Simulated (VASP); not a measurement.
LaPb2, 3 atoms in the cell. Symmetry: I4/mmm, No. 139, tetragonal system. Conventional cell: a = 3.609 Å, b = 3.609 Å, c = 12.854 Å, α = 90.00°, β = 90.00°, γ = 90.00°. Within 4.1 Å of La (site symmetry 4/mmm) lie 8 Pb at 3.09 Å and 4 La at 3.61 Å. Within 4.1 Å of Pb (site symmetry 4mm) lie 4 La at 3.09 Å and 9 Pb at 3.47 to 3.91 Å. 

- Program: VASP 6.6.1
- Task: single point
- Functional: PBE
- Potentials or basis: VASP PAW PBE potentials, release 64 (La, Pb_d)
- Cutoff: 520 eV
- k mesh: 5 × 5 × 5
- Occupations: fermi-dirac, width 0.0145 eV
- Spin: no spin polarisation
- Dipole correction: no
- Further INCAR settings: ALGO = Normal; EDIFF = 1e-07; NBANDS = 26

Potentials or basis: VASP PAW PBE potentials, release 64 (La, Pb_d).

The run is started by

```console
$ cat potpaw_PBE.64/La/POTCAR potpaw_PBE.64/Pb_d/POTCAR > POTCAR
$ mpirun -np 1 vasp_std > vasp.out
```

Hardware: 1 thread of AMD EPYC 7R13, with other jobs on the host.

How long does it take, and how much memory?

Wall time 91 s on 1 thread of AMD EPYC 7R13, on a shared host, peak memory 0.19 GiB. Counts: scf iterations 17, k points 18.
